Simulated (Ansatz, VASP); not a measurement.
Pb in VASP and in Ansatz

```xyz
1
Lattice="0.0000 2.4245 2.4245 2.4245 0.0000 2.4245 2.4245 2.4245 0.0000" Properties=species:S:1:pos:R:3 pbc="T T T"
Pb    0.0000    0.0000    0.0000
```

Alike in both runs: task single point; functional PBEsol; k mesh 9 × 9 × 9; occupations fermi-dirac, width 0.05 eV; non-collinear spin, spin-orbit coupling.

|  | VASP | Ansatz |
| --- | --- | --- |
| version | VASP 6.6.1 | Ansatz 0.2.0 |
| potentials or method | VASP PAW PBE potentials, release 64 (Pb_d) | Ansatz PAW |
| plane-wave cutoff (eV) | 520 | 420 |
| valence electrons in the cell | 14 | 14 |

```tsv
	VASP	Ansatz	Ansatz less VASP
pressure (GPa)	2.6	2.5	-0.02
net moment per atom (μB)	0.00	0.00	0.000
```

VASP's potentials were made for PBE, not for PBEsol.
